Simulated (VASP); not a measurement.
Input of a VASP 6.6.1 run:

The input INCAR:

```
SYSTEM = In
  PREC = Accurate
  ENCUT = 520
  EDIFF = 1E-7
  ISMEAR = -1
  SIGMA = 0.1
  LREAL = .FALSE.
  LASPH = .TRUE.
  NELM = 80
  ALGO = Normal
  ISIF = 2
  LWAVE = .FALSE.
  LCHARG = .FALSE.
  GGA = RE
  NBANDS = 20
  ISYM = 0
```

The input KPOINTS:

```
Automatic mesh
0
G
  11 11 8
  0 0 0
```

Contents of POSCAR:

```
In
1.0
   -3.9940760075      3.9658417229      1.6348853721
    3.9658417229     -3.9940760075      1.6348853721
    2.2043466977      2.2043466977     -1.6865965159
In
2
Direct
    0.9991831451      0.0008168549      1.0000000000
    0.7508168549      0.2491831451      0.5000000000
```

Potentials or basis: VASP PAW PBE potentials, release 64 (In_d).

Command:

```bash
$ cat potpaw_PBE.64/In_d/POTCAR > POTCAR
$ mpirun -np 1 vasp_std > vasp.out
```

Predict the band gap on the k mesh.

zero (band 13 reaches 9.96 eV, above the bottom of band 14 at 3.92 eV).

What does it give for the pressure?

0.0 GPa.

Caveat: the PAW data sets were made with another functional, which shifts forces and pressure a little; spin-orbit coupling is left out, which moves the levels of the heavy elements.
